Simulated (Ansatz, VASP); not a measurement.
# AlAu2 in VASP and in Ansatz

File INCAR:

```
ALGO = Fast
EDIFF = 1E-6
ENCUT = 520
ISIF = 2
ISMEAR = 0
LASPH = True
LCHARG = False
LREAL = False
LWAVE = False
NBANDS = 20
NELM = 60
PREC = Accurate
SIGMA = 0.15
```

KPOINTS

```
k-points
0
Gamma
  16 16 16
```

File POSCAR:

```
AlAu2
1.0
   -1.6027500000      1.6027500000      4.2133000000
    1.6027500000     -1.6027500000      4.2133000000
    1.6027500000      1.6027500000     -4.2133000000
Al Au
1 2
Direct
    0.0000000000      0.0000000000      0.0000000000
    0.6570428093      0.6570428093      0.0000000000
    0.3429571907      0.3429571907      0.0000000000
```

Input for Ansatz:

```yaml
crystal:
  lattice:
    - [-1.60275, 1.60275, 4.2133]
    - [1.60275, -1.60275, 4.2133]
    - [1.60275, 1.60275, -4.2133]
  atoms:
    - { symbol: Al, position: [0.0, 0.0, 0.0] }
    - { symbol: Au, position: [0.6570428093, 0.6570428093, 0.0] }
    - { symbol: Au, position: [0.3429571907, 0.3429571907, 0.0] }
basis:
  ecutwfc: 420
kpoints:
  mp_grid: { grid: [16, 16, 16] }
hamiltonian:
  xc: lda
scf:
  occupations: { method: gaussian, width: 0.15 }
output:
  forces: true
  stress: true
  eigenvalues: true
```

Alike in both runs: task single point; functional LDA; k mesh 16 × 16 × 16; occupations gaussian, width 0.15 eV; no spin polarisation.

```csv
,VASP,Ansatz
version,VASP 6.6.1,Ansatz 0.2.0
potentials or method,"VASP PAW LDA potentials, release 64 (Al, Au), cutoff 520 eV","scalar-relativistic, plane waves, PAW"
valence electrons in the cell,25,41
```

VASP gave:

| Property | Result |
| --- | --- |
| gap on the k mesh at the Fermi level (eV) | none |
| pressure (GPa) | 19.1 |
| traceless stress, the component that is largest in VASP (GPa) | 1.97 |
| rms of the force components (eV/Å) | 0.037 |

**Question.** Which values does Ansatz return?

**Answer.** gap on the k mesh at the Fermi level (eV): none; pressure (GPa): 18.6; traceless stress, the component that is largest in VASP (GPa): 1.83; rms of the force components (eV/Å): 0.030.

LDA's correlation is that of Perdew and Zunger in VASP and of Perdew and Wang (1992) in Ansatz. Atom by atom the forces differ by 0.007 eV/Å (rms over components). A gap of «none» marks a metal or a gap that the smearing closes. VASP's potentials hold 25 valence electrons a cell and Ansatz's 41, so a difference there can come from the potentials and not from the codes.

Neither program's run includes spin-orbit coupling.
